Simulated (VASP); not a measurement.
Ge:

```
Ge
1.0
     0.00000    2.82891    2.82891
     2.82891    0.00000    2.82891
     2.82891    2.82891    0.00000
Ge
2
Direct
  0.75000 0.75000 0.75000
  0.50000 0.50000 0.50000
```

| Item | Value |
| --- | --- |
| Program | VASP 6.6.1 |
| Task | relaxation of cell and atoms |
| Functional | PBE |
| Dispersion | D3(BJ) |
| Potentials or basis | VASP PAW PBE potentials, release 64 (Ge_d) |
| Cutoff | 600 eV |
| k mesh | 8 × 8 × 8 |
| Occupations | fermi-dirac, width 0.05 eV |
| Spin | no spin polarisation |

At the start: pressure 1.4 GPa; volume 22.64 Å³/atom.

How do energy, volume and symmetry change on relaxing?

Over 4 steps the energy falls by 2.3 meV/atom and the volume is 23.15 Å³/atom (+2.2 %); space group Fd-3m (No. 227, to 0.05 Å).

Step by step:
```tsv
step	energy change (eV)	largest force (eV/Å)	pressure (GPa)	volume (Å³)
1	0.0000	0.0000	1.40	45.28
2	-0.0041	0.0000	-0.08	46.59
3	-0.0044	0.0000	-0.18	46.43
4	-0.0045	0.0000	0.00	46.29
```

Final structure:
```
Ge
1.0
     0.00000    2.84987    2.84987
     2.84987    0.00000    2.84987
     2.84987    2.84987    0.00000
Ge
2
Direct
  0.75000 0.75000 0.75000
  0.50000 0.50000 0.50000
```

The cell as given is a measured one (22.64 Å³/atom); PBE+D3(BJ) puts the equilibrium volume +2.2 % from it, thermal expansion not counted.

Caveat: pairwise dispersion overbinds metals, which lowers pressure and volume.
